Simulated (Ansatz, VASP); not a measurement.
# Two plane-wave programs on Ge

```
CELL_PARAMETERS angstrom
-1.61526 1.61526 1.61526
1.61526 -1.61526 1.61526
1.61526 1.61526 -1.61526
ATOMIC_POSITIONS crystal
Ge 0.00000 0.00000 0.00000
```

Alike in both runs: task single point; functional PBEsol; k mesh 15 × 15 × 15; occupations fermi-dirac, width 0.1 eV; no spin polarisation.

|  | VASP | Ansatz |
| --- | --- | --- |
| version | VASP 6.6.1 | Ansatz 0.2.0 |
| potentials or method | VASP PAW PBE potentials, release 64 (Ge_d), cutoff 520 eV | plane waves (420 eV) with PAW, scalar-relativistic |
| valence electrons in the cell | 14 | 14 |

|  | VASP | Ansatz | Ansatz less VASP |
| --- | --- | --- | --- |
| pressure (GPa) | 6.9 | 6.8 | -0.09 |

VASP's potentials were made for PBE, not for PBEsol, and Ansatz warns of the same on its side. With one functional, cell and mesh, what is left measures potentials, basis and numerics.
